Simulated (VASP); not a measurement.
# RbBr: single point with PBEsol

The system is RbBr.

```xyz
2
Lattice="3.5742 0.0000 0.0000 0.0000 3.5742 0.0000 0.0000 0.0000 3.5742" Properties=species:S:1:pos:R:3 pbc="T T T"
Rb    0.0000    0.0000    0.0000
Br    1.7871    1.7871    1.7871
```

```yaml
Program: VASP 6.6.1
Task: single point
Functional: PBEsol
Potentials_or_basis: VASP PAW PBE potentials, release 64 (Rb_sv, Br)
Cutoff: 520 eV
k_mesh: 7 × 7 × 7
Occupations: fermi-dirac, width 0.03 eV
Spin: no spin polarisation
Dipole_correction: no
Further_INCAR_settings: ALGO = Normal; EDIFF = 1e-06; NBANDS = 15
```

The pressure is 18.4 GPa and the band gap on the k mesh is 4.46 eV, direct.

Levels at points of the mesh, in eV from the valence-band top:
```csv
k point,band 5,band 6,band 7,band 8,band 9,band 10,band 11,band 12
"(0.00, 0.00, 0.00)",-8.68,0.00,0.00,0.00,4.46,4.46,6.12,10.93
```

It took 10 s on 1 thread of Intel(R) Xeon(R) Platinum 8259CL CPU @ 2.50GHz (Skylake/Cascade Lake) (shared host), peak memory 0.16 GiB.

Caveat: the PAW data sets were made with another functional, which shifts forces and pressure a little. A k mesh can miss the band edges.
